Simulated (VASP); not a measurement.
Runs of VASP 6.6.1 on MnHg3. The structure is that of space group Pm-3m (No. 221), or close to it. The cells are those of the table. 

```tsv
cell	gap on the mesh (eV)	pressure (GPa)	moment (μB)
a = 4.328 Å, 4 atoms	none	3.5	3.99
a = 4.388 Å, 4 atoms	none	1.1	(b)
a = 4.418 Å, 4 atoms	none	0.3	(a)
a = 4.358 Å, 4 atoms	none	(c)	4.07
```

Alike in all rows: task single point; level PBE; potentials or basis VASP PAW PBE potentials, release 64 (Hg, Mn_pv); spin collinear, ferromagnetic start; k mesh 6 × 6 × 6; cutoff (eV) 520; smearing fermi-dirac 0.05 eV.

Q: Fill in the values left out.

A: (a) 4.27; (b) 4.15; (c) 2.2.

Caveats: spin-orbit coupling is left out, which moves the levels of the heavy elements; the cell stands under pressure (at least some runs).

A k mesh can miss the band edges, and the runs leave out spin-orbit coupling on Hg.

A gap of «none» marks levels without a gap at the run's occupations.
